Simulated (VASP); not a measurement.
# Si2WC3 (Cmmm) in VASP: single point with PBE

Aim: the single point of Si2WC3 with PBE.

All numbers are computed with VASP 6.6.1; they aren't measurements. Logs are shortened: lines on timing, memory, paths and dates and some standing lists are left out, and cuts for length are marked.

## Step 1: The cell of the first run

Symmetry: Cmmm, No. 65, orthorhombic system. Conventional cell: a = 4.099 Å, b = 5.517 Å, c = 7.253 Å, α = 90.00°, β = 90.00°, γ = 90.00°. Si (site symmetry mm2) has 1 Si at 2.21 Å and 4 C at 2.33 to 2.97 Å and 1 W at 2.52 Å within 3.0 Å. Within 2.8 Å of W (site symmetry mmm) lie 6 C at 2.10 to 2.15 Å and 2 Si at 2.52 Å. C (site symmetry m2m) has 1 C at 1.32 Å within 1.8 Å. C (site symmetry mmm) has 8 Si at 2.33 to 2.97 Å within 3.1 Å.

The cell was generated, and may not be a known phase.

## Step 2: Single point, PBE

The input, INCAR:

```
PREC = Accurate
ENCUT = 600
EDIFF = 1E-6
ISMEAR = 0
SIGMA = 0.2
LREAL = F
LASPH = T
NELM = 120
ALGO = Normal
ISIF = 2
LWAVE = F
LCHARG = T
GGA = PE
LELF = T
LVHAR = T
NBANDS = 26
GGA_COMPAT = F
```

The input, KPOINTS:

```
Automatic mesh
0
Gamma
  4 4 3
```

The input, POSCAR:

```
Si2WC3
1.0
    2.0496672260     -2.7585680100      0.0000000000
    2.0496672260      2.7585680100      0.0000000000
    0.0000000000      0.0000000000      7.2531076172
Si W C
2 1 3
Direct
    0.0000000000      0.0000000000      0.8474345883
    0.0000000000      0.0000000000      0.1525654117
    0.0000000000      0.0000000000      0.5000000000
    0.3808021881      0.6191978119      0.5000000000
    0.6191978119      0.3808021881      0.5000000000
    0.5000000000      0.5000000000      0.0000000000
```

Potentials or basis: VASP PAW PBE potentials, release 64 (Si, W_sv, C).

On the command line:

```console
> cat potpaw_PBE.64/Si/POTCAR potpaw_PBE.64/W_sv/POTCAR potpaw_PBE.64/C/POTCAR > POTCAR
> mpirun -np 1 vasp_std > vasp.out
```

OUTCAR:

```text
PREC = Accurate
   ENCUT = 600
   EDIFF = 1E-6
   ISMEAR = 0
   LREAL = F
   LASPH = T
   NELM = 120
   ISIF = 2
   GGA = PE

 ion  position               nearest neighbor table
   1  0.000  0.000  0.847-   2 2.21   6 2.33   6 2.33   3 2.52
   2  0.000  0.000  0.153-   1 2.21   6 2.33   6 2.33   3 2.52
   3  0.000  0.000  0.500-   4 2.10   5 2.10   5 2.15   4 2.15   5 2.15   4 2.15   1 2.52   2 2.52

   4  0.381  0.619  0.500-   5 1.32   3 2.10   3 2.15   3 2.15
   5  0.619  0.381  0.500-   4 1.32   3 2.10   3 2.15   3 2.15
   6  0.500  0.500  0.000-   1 2.33   2 2.33   1 2.33   2 2.33

  LATTYP: Found a base centered orthorhombic cell.
 ALAT       =     4.0993344520
 B/A-ratio  =     1.3458614037
 C/A-ratio  =     1.7693378528

  Lattice vectors:

 A1 = (   2.0496672260,  -2.7585680100,   0.0000000000)
 A2 = (   2.0496672260,   2.7585680100,   0.0000000000)
 A3 = (   0.0000000000,   0.0000000000,   7.2531076172)

Analysis of symmetry for initial positions (statically):
=====================================================================
 Subroutine PRICEL returns:
 Original cell was already a primitive cell.

 Routine SETGRP: Setting up the symmetry group for a
 base centered orthorhombic supercell.

 Subroutine GETGRP returns: Found  8 space group operations
 (whereof  8 operations were pure point group operations)
 out of a pool of  8 trial point group operations.

The static configuration has the point symmetry D_2h.

Analysis of symmetry for dynamics (positions and initial velocities):
=====================================================================
 Subroutine PRICEL returns:
 Original cell was already a primitive cell.

 Routine SETGRP: Setting up the symmetry group for a
 base centered orthorhombic supercell.

 Subroutine GETGRP returns: Found  8 space group operations
 (whereof  8 operations were pure point group operations)
 out of a pool of  8 trial point group operations.

The dynamic configuration has the point symmetry D_2h.

 Subroutine INISYM returns: Found  8 space group operations
 (whereof  8 operations are pure point group operations),
 and found     1 'primitive' translations

----------------------------------------------------------------------------------------

                                     Primitive cell

  volume of cell :      82.0203

  direct lattice vectors                    reciprocal lattice vectors
     2.049667226 -2.758568010  0.000000000     0.243942038 -0.181253461  0.000000000
     2.049667226  2.758568010  0.000000000     0.243942038  0.181253461  0.000000000
     0.000000000  0.000000000  7.253107617     0.000000000  0.000000000  0.137871937

  length of vectors
     3.436689279  3.436689279  7.253107617     0.303908761  0.303908761  0.137871937

  position of ions in fractional coordinates (direct lattice)
     0.000000000  0.000000000  0.847434588
     0.000000000  0.000000000  0.152565412
     0.000000000  0.000000000  0.500000000
     0.380802188  0.619197812  0.500000000
     0.619197812  0.380802188  0.500000000
     0.500000000  0.500000000  0.000000000

  ion indices of the primitive-cell ions
   primitive index   ion index
                 1           1
                 2           2
                 3           3
                 4           4
                 5           5
                 6           6

----------------------------------------------------------------------------------------

 KPOINTS: Automatic mesh

Automatic generation of k-mesh.
 Grid dimensions read from file:
 generate k-points for:    4    4    3

 Generating k-lattice:

  Cartesian coordinates                     Fractional coordinates (reciprocal lattice)
     0.060985509 -0.045313365  0.000000000     0.250000000  0.000000000  0.000000000
     0.060985509  0.045313365  0.000000000     0.000000000  0.250000000  0.000000000
     0.000000000  0.000000000  0.045957312     0.000000000  0.000000000  0.333333333

  Length of vectors
     0.075977190  0.075977190  0.045957312

  Shift w.r.t. Gamma in fractional coordinates (k-lattice)
     0.000000000  0.000000000  0.000000000

 Subroutine IBZKPT returns following result:
 ===========================================

 Found     14 irreducible k-points:

 Following reciprocal coordinates:
            Coordinates               Weight
  0.000000  0.000000  0.000000      1.000000
  0.250000  0.000000  0.000000      4.000000
  0.500000  0.000000  0.000000      2.000000
  0.250000  0.250000  0.000000      2.000000
  0.500000  0.250000  0.000000      4.000000
 -0.250000  0.250000  0.000000      2.000000
  0.500000  0.500000  0.000000      1.000000
  0.000000  0.000000  0.333333      2.000000
  0.250000  0.000000  0.333333      8.000000
  0.500000  0.000000  0.333333      4.000000
  0.250000  0.250000  0.333333      4.000000
  0.500000  0.250000  0.333333      8.000000
 -0.250000  0.250000  0.333333      4.000000
  0.500000  0.500000  0.333333      2.000000
   k-points           NKPTS =     14   k-points in BZ     NKDIM =     14   number of bands    NBANDS=     26
   number of dos      NEDOS =    301   number of ions     NIONS =      6
   total plane-waves  NPLWV =  47040
   dimension x,y,z NGX =    28 NGY =   28 NGZ =   60
   dimension x,y,z NGXF=    56 NGYF=   56 NGZF=  120
   ions per type =               2   1   3
   NGX,Y,Z   is equivalent  to a cutoff of  13.54, 13.54, 13.75 a.u.
   NGXF,Y,Z  is equivalent  to a cutoff of  27.09, 27.09, 27.50 a.u.
 SYSTEM =  unknown system
   PREC   = accura    normal or accurate (medium, high low for compatibility)
   ISTART =      0    job   : 0-new  1-cont  2-samecut
   ICHARG =      2    charge: 1-file 2-atom 10-const
   ISPIN  =      1    spin polarized calculation?
   LNONCOLLINEAR =      F non collinear calculations
   LSORBIT =      F    spin-orbit coupling
   LASPH  =      T    aspherical Exc in radial PAW
   ENCUT  =  600.0 eV  44.10 Ry    6.64 a.u.   6.86  6.86 14.49*2*pi/ulx,y,z
   NELM   =    120;   NELMIN=  2; NELMDL= -5     # of ELM steps
   EDIFF  = 0.1E-05   stopping-criterion for ELM
   LREAL  =      F    real-space projection
   EDIFFG = 0.1E-04   stopping-criterion for IOM
   NSW    =      0    number of steps for IOM
   IBRION =     -1    ionic relax: 0-MD 1-quasi-New 2-CG
   NFREE  =      0    steps in history (QN), initial steepest desc. (CG)
   ISIF   =      2    stress and relaxation
   ISYM   =      2    0-nonsym 1-usesym 2-fastsym
   POTIM  = 0.5000    time-step for ionic-motion
   TEBEG  =    0.0;   TEEND  =   0.0 temperature during run
   PSTRESS=    0.0 pullay stress
   NELECT =      34.0000    total number of electrons
   NUPDOWN=      -1.0000    fix difference up-down
   EMIN   =  10.00;   EMAX   =-10.00  energy-range for DOS
   EFERMI =   0.00;   METHOD = LEGACY
   ISMEAR =     0;   SIGMA  =   0.20  broadening in eV -4-tet -1-fermi 0-gaus
   EFERMI_NEDOS =   21; number of points for ismear=-14 and -15
   IALGO  =     38    algorithm
   IMIX   =      4    mixing-type and parameters
     AMIX     =   0.40;   BMIX     =  1.00
     AMIX_MAG =   1.60;   BMIX_MAG =  1.00
  volume/ion in A,a.u.               =      13.67        92.25
  Fermi-wavevector in a.u.,A,eV,Ry     =   1.220658  2.306710 20.272769  1.490006
  Thomas-Fermi vector in A             =   2.355868
   LORBIT       =      0    0 simple, 1 ext, 2 COOP (PROOUT), +10 PAW based schemes
   GGA     = PE    functional components
   LHFCALC =     F    Hartree Fock is set to
   AEXX    =    0.0000 exact exchange contribution
   IVDW    =     0    specifies the selected vdW correction
   LEPSILON=     F    determine dielectric tensor
   LRPA    =     F    only Hartree local field effects (RPA)
 non-spin polarized calculation
 Gauss-broadening in eV      SIGMA  =   0.20
  energy-cutoff  :      600.00
  volume of cell :       82.02
 maximum number of plane-waves:      2748
   NGX = 13   NGY = 13   NGZ = 29

 number of electron      34.0000002 magnetization

 Free energy of the ion-electron system (eV)
  ---------------------------------------------------
  ext. energy  EPLUGINS =         0.00000000
  ---------------------------------------------------
  free energy    TOTEN  =       -43.09651872 eV

  energy without entropy =      -43.01771799  energy(sigma->0) =      -43.05711836

 E-fermi :   6.5083     XC(G=0): -10.8660

 val. band max:        6.4874397341   @ k =   0.2500   0.0000   0.3333
 cond. band min:       6.5179965198   @ k =   0.5000   0.0000   0.0000
 fundamental gap:      0.0305567857
 Fermi energy:         6.5083173492

 k-point     1 :       0.0000    0.0000    0.0000
  band No.  band energies     occupation
      1     -67.6658      2.00000
      2     -32.2186      2.00000
      3     -31.8324      2.00000
      4     -31.7863      2.00000
      5     -10.3161      2.00000
      6      -6.1629      2.00000
[... 18 lines left out ...]
     25      12.3760      0.00000
     26      12.6049      0.00000

 k-point     2 :       0.2500    0.0000    0.0000
  band No.  band energies     occupation
      1     -67.6642      2.00000
      2     -32.2560      2.00000
      3     -31.8694      2.00000
      4     -31.7805      2.00000
      5      -9.6053      2.00000
      6      -5.4573      2.00000
[... 18 lines left out ...]
     25      12.0009      0.00000
     26      12.4273      0.00000

 k-point     3 :       0.5000    0.0000    0.0000
  band No.  band energies     occupation
      1     -67.6625      2.00000
      2     -32.2990      2.00000
      3     -31.8996      2.00000
      4     -31.7747      2.00000
      5      -8.6451      2.00000
      6      -3.8408      2.00000
[... 282 lines left out ...]
 k-point    13 :      -0.2500    0.2500    0.3333
  band No.  band energies     occupation
      1     -67.6627      2.00000
      2     -32.2562      2.00000
      3     -31.9131      2.00000
      4     -31.7766      2.00000
      5      -9.8628      2.00000
      6      -5.2968      2.00000
[... 18 lines left out ...]
     25      10.8066      0.00000
     26      12.9832      0.00000

 k-point    14 :       0.5000    0.5000    0.3333
  band No.  band energies     occupation
      1     -67.6596      2.00000
      2     -32.2935      2.00000
      3     -31.9921      2.00000
      4     -31.7669      2.00000
      5      -9.5870      2.00000
      6      -3.9018      2.00000
[... 18 lines left out ...]
     25      12.7522      0.00000
     26      12.9780      0.00000

------------------------ aborting loop because EDIFF is reached ----------------------------------------

  FORCE on cell =-STRESS in cart. coord.  units (eV):
  Direction    XX          YY          ZZ          XY          YZ          ZX
  --------------------------------------------------------------------------------------
  -------------------------------------------------------------------------------------
  Total        0.0927009      0.1672666     -0.0902796      0.0000000      0.0000000      0.0000000
  in kB        1.8108128      3.2673728     -1.7635153      0.0000000      0.0000000      0.0000000
  external PRESSURE =       1.1048901 kB  Pullay stress =       0.0000000 kB

 VOLUME and BASIS-vectors are now :
 -----------------------------------------------------------------------------
  energy-cutoff  :      600.00
  volume of cell :       82.02
      direct lattice vectors                 reciprocal lattice vectors
     2.049667226 -2.758568010  0.000000000     0.243942038 -0.181253461  0.000000000
     2.049667226  2.758568010  0.000000000     0.243942038  0.181253461  0.000000000
     0.000000000  0.000000000  7.253107617     0.000000000  0.000000000  0.137871937

 POSITION                                       TOTAL-FORCE (eV/Angst)
 -----------------------------------------------------------------------------------
      0.00000      0.00000      6.14653        -0.000000      0.000000     -0.009650
      0.00000      0.00000      1.10657        -0.000000      0.000000      0.009650
      0.00000      0.00000      3.62655         0.000000      0.000000     -0.000000
      2.04967      0.65763      3.62655         0.000000      0.098376     -0.000000
      2.04967     -0.65763      3.62655         0.000000     -0.098376      0.000000
      2.04967      0.00000      0.00000         0.000000      0.000000     -0.000000
 -----------------------------------------------------------------------------------
    total drift:                                0.000000      0.000000      0.000000

  FREE ENERGIE OF THE ION-ELECTRON SYSTEM (eV)
  ---------------------------------------------------
  free  energy   TOTEN  =       -43.0965187235 eV

  energy  without entropy=      -43.0177179889  energy(sigma->0) =      -43.05711836
```

Wall time 32 s (1 thread of Intel Xeon Platinum 8375C at 2.90GHz (Ice Lake), shared host); peak memory 0.22 GiB.

Results:

```yaml
Free_energy: -43.0965 eV
Pressure: 0.1 GPa
Largest_force: 0.098 eV/Å
Band_gap_on_the_k_mesh: zero (bands 17 and 18 overlap by 2.03 eV)
```

Forces in eV/Å, atoms in the order of the input:
```
Si   0.000  0.000 -0.010
Si   0.000  0.000  0.010
W    0.000  0.000  0.000
C    0.000  0.098  0.000
C    0.000 -0.098  0.000
C    0.000  0.000  0.000
```

Stress tensor (GPa, compression positive):
```
 0.18  0.00  0.00
 0.00  0.33  0.00
 0.00  0.00 -0.18
```

Levels at points of the mesh, in eV from the Fermi level:
```
           k point  band 14  band 15  band 16  band 17  band 18  band 19  band 20  band 21
(0.00, 0.00, 0.00)    -2.74    -2.40    -0.58    -0.06     0.66     1.10     2.84     3.31
(0.50, 0.00, 0.00)    -2.26    -0.42    -0.33     0.01     0.88     2.15     2.86     2.99
(0.50, 0.50, 0.00)    -3.92    -3.12    -3.05    -1.86    -0.09     0.15     1.29     2.88
```

Caveat: the k points lie up to 0.48 Å⁻¹ apart, too coarse for converged energies and pressures of a metal; spin-orbit coupling is left out, which moves the levels of the heavy elements.

The gap in the log of VASP goes by the Fermi energy; the results here count the filled bands.